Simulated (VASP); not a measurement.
Input of a VASP 6.6.1 run:

File INCAR:

```
PREC = Accurate
ENCUT = 520
EDIFF = 1E-6
ISMEAR = -1
SIGMA = 0.05
LREAL = F
LASPH = T
NELM = 80
ALGO = Normal
ISIF = 2
LWAVE = F
LCHARG = T
GGA = PS
LELF = T
LVHAR = T
NBANDS = 22
```

The input KPOINTS:

```
regular mesh
0
Gamma
  7 7 3
```

File POSCAR:

```
Cl
1.0
    3.4729026606     -1.9395488045      0.0000000000
    3.4729026606      1.9395488045      0.0000000000
    0.0000000000      0.0000000000      8.0084208967
Cl
4
Direct
    0.8732431522      0.1267568478      0.1111214824
    0.6267568478      0.3732431522      0.6111214824
    0.1267568478      0.8732431522      0.8888785176
    0.3732431522      0.6267568478      0.3888785176
```

Potentials or basis: VASP PAW PBE potentials, release 64 (Cl).

Run with:

```console
$ cat potpaw_PBE.64/Cl/POTCAR > POTCAR
$ mpirun -np 1 vasp_std > vasp.out
```

(1) Predict the band gap on the k mesh.

(2) Estimate the largest force.

(3) Estimate the pressure.

Answers

(1) 2.07 eV.

(2) 0.144 eV/Å.

(3) -0.3 GPa.

Caveat: this functional lacks dispersion, which holds the molecules together, so the pressure and a relaxed volume are unreliable; the PAW data sets were made with another functional, which shifts forces and pressure a little; an odd mesh through Γ misses points on the zone boundary, where band edges can lie.
